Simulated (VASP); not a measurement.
Wanted: the native input for a VASP 6.6.1 run.

| Quantity | Value |
| --- | --- |
| Task | single point |
| Functional | r2SCAN |
| Potentials or basis | VASP PAW PBE potentials, release 64 (Si, C) |
| Cutoff | 520 eV |
| k mesh | 12 × 12 × 6 |
| Occupations | gaussian, width 0.02 eV |
| Spin | no spin polarisation |
| Dipole correction | no |
| Further INCAR settings | ALGO = Normal; EDIFF = 1e-07; NBANDS = 16 |

Crystal: SiC.

```
Si C
1.0
     2.94845    0.00000    0.00000
    -1.47422    2.55343    0.00000
     0.00000    0.00000    4.83254
Si C
2 2
Direct
  0.33333 0.66667 0.00453
  0.66667 0.33333 0.50453
  0.33333 0.66667 0.38047
  0.66667 0.33333 0.88047
```

The input as run:

POSCAR

```
SiC
1.0
    2.9484450180      0.0000000000      0.0000000000
   -1.4742225090      2.5534282872      0.0000000000
    0.0000000000      0.0000000000      4.8325418937
Si C
2 2
Direct
    0.3333333333      0.6666666667      0.0045329420
    0.6666666667      0.3333333333      0.5045329420
    0.3333333333      0.6666666667      0.3804670580
    0.6666666667      0.3333333333      0.8804670580
```

INCAR.step1

```
ALGO = Normal
EDIFF = 1E-4
ENCUT = 520
GGA = PE
ISMEAR = 0
LASPH = True
LCHARG = False
LREAL = False
LWAVE = True
NBANDS = 16
NELM = 100
PREC = Accurate
SIGMA = 0.02
```

INCAR.step2

```
ALGO = Normal
EDIFF = 1E-7
ENCUT = 520
ISIF = 2
ISMEAR = 0
ISTART = 1
LASPH = True
LCHARG = True
LELF = True
LMIXTAU = True
LREAL = False
LVHAR = True
LWAVE = False
METAGGA = R2SCAN
NBANDS = 16
NELM = 100
PREC = Accurate
SIGMA = 0.02
```

KPOINTS

```
k-points
0
Gamma
  12 12 6
```

Potentials or basis: VASP PAW PBE potentials, release 64 (Si, C).

Launch:

```sh
$ cat potpaw_PBE.64/Si/POTCAR potpaw_PBE.64/C/POTCAR > POTCAR
$ cp INCAR.step1 INCAR
$ mpirun -np 1 vasp_std > vasp.out
$ cp INCAR.step2 INCAR
$ mpirun -np 1 vasp_std > vasp.out
```

It gave:

```
Pressure               : 36.9 GPa
Largest force          : 0.008 eV/Å
Band gap on the k mesh : 2.47 eV (least direct gap 4.78 eV)
```

Caveat: the cell stands under pressure; the PAW data sets were made with another functional, which shifts forces and pressure a little.

Run time: 7.8 min on 1 thread of AMD EPYC 7571 (shared host), peak memory 0.14 GiB.
